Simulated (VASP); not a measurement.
Here is a VASP 6.6.1 calculation.

Contents of INCAR:

```
SYSTEM = Se
PREC = Accurate
ENCUT = 520
EDIFF = 1E-6
ISMEAR = 0
SIGMA = 0.1
LREAL = .False.
LASPH = .True.
NELM = 100
ALGO = Normal
ISIF = 2
LWAVE = .False.
LCHARG = .True.
GGA = PE
LELF = .True.
LVHAR = .True.
NBANDS = 16
```

Contents of KPOINTS:

```
Automatic mesh
0
Gamma
  6 6 4
  0 0 0
```

POSCAR

```
Se
1.0
    3.8231310433      0.0000000000      0.0000000000
   -1.9115655217      3.3109286055      0.0000000000
    0.0000000000      0.0000000000      6.0563166466
Se
3
Direct
    0.6666666667      0.3333333333      0.6959068697
    0.6666666667      0.3333333333      0.3040931303
    0.0000000000      0.0000000000      0.0000000000
```

Potentials or basis: VASP PAW PBE potentials, release 64 (Se).

Run with:

```console
$ cat potpaw_PBE.64/Se/POTCAR > POTCAR
$ mpirun -np 1 vasp_std > vasp.out
```

(1) Estimate the pressure.

(2) What does it give for the largest force?

(3) What does it give for the band gap on the k mesh?

Results:

(1) 0.3 GPa.

(2) 0.020 eV/Å.

(3) zero (band 9 reaches 3.69 eV, above the bottom of band 10 at 3.13 eV).
